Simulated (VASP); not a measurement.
# Ta2N (Cmmm) in VASP: notebook, part 2 of 2

VASP 6.6.1. Earlier steps stand in the parts before.

### 3 Single point, PBE

This run uses another cell than the first one, of 17.18 Å³/atom, 1.029 times its volume.

File INCAR:

```
  ALGO = Normal
  EDIFF = 1E-6
  ENCUT = 600
  GGA = PE
  GGA_COMPAT = False
  ISIF = 2
  ISMEAR = 0
  LASPH = True
  LCHARG = True
  LELF = True
  LREAL = False
  LVHAR = True
  LWAVE = False
  NBANDS = 40
  NELM = 120
  PREC = Accurate
  SIGMA = 0.1
```

File KPOINTS:

```
k-points
0
Gamma
  4 4 4
```

File POSCAR:

```
Ta2N
1.0
    3.3463698700     -3.6737974500      0.0000000000
    3.3463698700      3.6737974500      0.0000000000
    0.0000000000      0.0000000000      4.1927281400
Ta N
4 2
Direct
    0.6684075900      0.3315924100      0.0000000000
    0.3315924100      0.6684075900      0.0000000000
    0.1424073900      0.1424073900      0.0000000000
    0.8575926100      0.8575926100      0.0000000000
    0.0000000000      0.0000000000      0.2416028500
    0.0000000000      0.0000000000      0.7583971500
```

Potentials or basis: VASP PAW PBE potentials, release 64 (Ta_sv_GW, N).

The run is started by

```console
$ cat potpaw_PBE.64/Ta_sv_GW/POTCAR potpaw_PBE.64/N/POTCAR > POTCAR
$ mpirun -np 1 vasp_std > vasp.out
```

OUTCAR:

```text
EDIFF = 1E-6
   ENCUT = 600
   GGA = PE
   ISIF = 2
   ISMEAR = 0
   LASPH = True
   LREAL = False
   NELM = 120
   PREC = Accurate

 ion  position               nearest neighbor table
   1  0.668  0.332  0.000-   2 2.47   3 2.62   4 2.62   4 2.69   3 2.69
   2  0.332  0.668  0.000-   1 2.47   3 2.62   4 2.62   4 2.69   3 2.69
   3  0.142  0.142  0.000-   5 1.39   6 1.39   4 1.91   2 2.62   1 2.62   2 2.69   1 2.69
   4  0.858  0.858  0.000-   5 1.39   6 1.39   3 1.91   2 2.62   1 2.62   1 2.69   2 2.69
   5  0.000  0.000  0.242-   3 1.39   4 1.39
   6  0.000  0.000  0.758-   3 1.39   4 1.39

  LATTYP: Found a base centered orthorhombic cell.
 ALAT       =     6.6927397400
 B/A-ratio  =     1.0978456037
 C/A-ratio  =     0.6264591636

  Lattice vectors:

 A1 = (   3.3463698700,  -3.6737974500,   0.0000000000)
 A2 = (   3.3463698700,   3.6737974500,   0.0000000000)
 A3 = (   0.0000000000,   0.0000000000,   4.1927281400)

Analysis of symmetry for initial positions (statically):
=====================================================================
 Subroutine PRICEL returns:
 Original cell was already a primitive cell.

 Routine SETGRP: Setting up the symmetry group for a
 base centered orthorhombic supercell.

 Subroutine GETGRP returns: Found  8 space group operations
 (whereof  8 operations were pure point group operations)
 out of a pool of  8 trial point group operations.

The static configuration has the point symmetry D_2h.

Analysis of symmetry for dynamics (positions and initial velocities):
=====================================================================
 Subroutine PRICEL returns:
 Original cell was already a primitive cell.

 Routine SETGRP: Setting up the symmetry group for a
 base centered orthorhombic supercell.

 Subroutine GETGRP returns: Found  8 space group operations
 (whereof  8 operations were pure point group operations)
[... 126 lines left out ...]
     AMIX_MAG =   1.60;   BMIX_MAG =  1.00
  volume/ion in A,a.u.               =      17.18       115.95
  Fermi-wavevector in a.u.,A,eV,Ry     =   1.381869  2.611353 25.981156  1.909561
  Thomas-Fermi vector in A             =   2.506613
   LORBIT       =      0    0 simple, 1 ext, 2 COOP (PROOUT), +10 PAW based schemes
   GGA     = PE    functional components
   LHFCALC =     F    Hartree Fock is set to
   AEXX    =    0.0000 exact exchange contribution
   IVDW    =     0    specifies the selected vdW correction
   LEPSILON=     F    determine dielectric tensor
   LRPA    =     F    only Hartree local field effects (RPA)
 non-spin polarized calculation
 Gauss-broadening in eV      SIGMA  =   0.10
  energy-cutoff  :      600.00
  volume of cell :      103.09
 maximum number of plane-waves:      3486
   NGX = 19   NGY = 19   NGZ = 17

 number of electron      61.9999999 magnetization

 Free energy of the ion-electron system (eV)
  ---------------------------------------------------
  ext. energy  EPLUGINS =         0.00000000
  ---------------------------------------------------
  free energy    TOTEN  =       -18.85167451 eV

  energy without entropy =      -18.83398485  energy(sigma->0) =      -18.84282968

 E-fermi :   7.9318     XC(G=0): -11.0598

 val. band max:        7.9219454027   @ k =   0.5000  -0.0000   0.0000
 cond. band min:       7.9572509555   @ k =   0.2500   0.2500   0.2500
 fundamental gap:      0.0353055527
 Fermi energy:         7.9318079063

 k-point     1 :       0.0000    0.0000    0.0000
  band No.  band energies     occupation
      1     -62.3584      2.00000
      2     -59.9754      2.00000
      3     -59.8486      2.00000
      4     -59.4773      2.00000
      5     -34.0128      2.00000
      6     -31.9091      2.00000
[... 892 lines left out ...]
     39      11.3452      0.00000
     40      11.9836      0.00000

------------------------ aborting loop because EDIFF is reached ----------------------------------------

  FORCE on cell =-STRESS in cart. coord.  units (eV):
  Direction    XX          YY          ZZ          XY          YZ          ZX
  --------------------------------------------------------------------------------------
  -------------------------------------------------------------------------------------
  Total      222.6773910     26.7600862    138.5678042      0.0000000      0.0000000      0.0000000
  in kB     3460.7550239    415.8936043   2153.5604596      0.0000000      0.0000000      0.0000000
  external PRESSURE =    2010.0696959 kB  Pullay stress =       0.0000000 kB

 VOLUME and BASIS-vectors are now :
 -----------------------------------------------------------------------------
  energy-cutoff  :      600.00
  volume of cell :      103.09
      direct lattice vectors                 reciprocal lattice vectors
     3.346369870 -3.673797450  0.000000000     0.149415641 -0.136098957  0.000000000
     3.346369870  3.673797450  0.000000000     0.149415641  0.136098957  0.000000000
     0.000000000  0.000000000  4.192728140     0.000000000  0.000000000  0.238508190

 POSITION                                       TOTAL-FORCE (eV/Angst)
 -----------------------------------------------------------------------------------
      3.34637     -1.23739      0.00000         0.000000      2.590711      0.000000
      3.34637      1.23739      0.00000         0.000000     -2.590711     -0.000000
      0.95310      0.00000      0.00000       108.695194     -0.000000      0.000000
      5.73964      0.00000      0.00000      -108.695194     -0.000000      0.000000
      0.00000      0.00000      1.01298        -0.000000     -0.000000     66.791640
      0.00000      0.00000      3.17975        -0.000000     -0.000000    -66.791640
 -----------------------------------------------------------------------------------
    total drift:                                0.000000     -0.000000     -0.000000

  FREE ENERGIE OF THE ION-ELECTRON SYSTEM (eV)
  ---------------------------------------------------
  free  energy   TOTEN  =       -18.8516745080 eV

  energy  without entropy=      -18.8339848499  energy(sigma->0) =      -18.84282968
```

OSZICAR:

```text
N       E                     dE             d eps       ncg     rms          rms(c)
[... 11 lines left out ...]
DAV:  12    -0.188558143484E+02    0.12264E-01   -0.57357E-02  2176   0.137E+00    0.209E+01
DAV:  13    -0.188547543099E+02    0.10600E-02   -0.14968E-02  2144   0.554E-01    0.135E+01
DAV:  14    -0.188531222934E+02    0.16320E-02   -0.16814E-03  2048   0.255E-01    0.787E+00
DAV:  15    -0.188519829303E+02    0.11394E-02   -0.20983E-03  2136   0.240E-01    0.244E+00
DAV:  16    -0.188517310471E+02    0.25188E-03   -0.49900E-04  2440   0.107E-01    0.408E-01
DAV:  17    -0.188516791947E+02    0.51852E-04   -0.16174E-04  2168   0.626E-02    0.360E-01
DAV:  18    -0.188516743460E+02    0.48486E-05   -0.25648E-05  1968   0.240E-02    0.107E-01
DAV:  19    -0.188516745080E+02   -0.16200E-06   -0.21734E-06  1688   0.656E-03
   1 F= -.18851675E+02 E0= -.18842830E+02  d E =-.176897E-01
```

stdout:

```text
POSCAR found type information on POSCAR TaN
 POSCAR found :  2 types and       6 ions
 scaLAPACK will be used
 LDA part: xc-table for (Slater+PW92), standard interpolation
 POSCAR, INCAR and KPOINTS ok, starting setup
 FFT: planning ... GRIDC
 FFT: planning ... GRID_SOFT
 FFT: planning ... GRID
 WAVECAR not read
 entering main loop
```

It took 1.7 min on 1 thread of Intel Xeon 6975P-C (Granite Rapids), shared host; peak memory 0.28 GiB.

Results:

* Free energy: -18.8517 eV
* Pressure: 201.0 GPa
* Largest force: 108.695 eV/Å
* Band gap on the k mesh: zero (band 31 reaches 8.98 eV, above the bottom of band 32 at 7.57 eV)

Forces in eV/Å, atoms in the order of the input:
```
Ta     0.000    2.591    0.000
Ta     0.000   -2.591    0.000
Ta   108.695    0.000    0.000
Ta  -108.695    0.000    0.000
N      0.000    0.000   66.792
N      0.000    0.000  -66.792
```

Levels at points of the mesh, in eV from the Fermi level:
| k point | band 29 | band 30 | band 31 | band 32 | band 33 | band 34 |
| --- | --- | --- | --- | --- | --- | --- |
| (0.00, 0.00, 0.00) | -1.22 | -0.61 | -0.50 | -0.36 | 1.15 | 1.29 |
| (0.50, 0.00, 0.00) | -1.35 | -0.45 | -0.10 | -0.01 | 0.29 | 0.57 |
| (0.50, 0.50, 0.00) | -0.68 | -0.46 | -0.16 | 0.34 | 0.49 | 1.42 |
| (0.00, 0.00, 0.50) | -1.37 | -0.03 | 0.22 | 0.31 | 0.89 | 1.31 |
| (0.50, 0.00, 0.50) | -1.51 | -1.37 | -0.04 | 0.55 | 0.57 | 1.39 |
| (0.50, 0.50, 0.50) | -1.62 | 0.30 | 1.04 | 1.35 | 1.48 | 1.68 |

Caveat: the k points lie up to 0.37 Å⁻¹ apart; spin-orbit coupling is left out, which moves the levels of the heavy elements; forces of over 1 eV/Å act on the atoms, so gaps and moduli don't describe the material at rest.
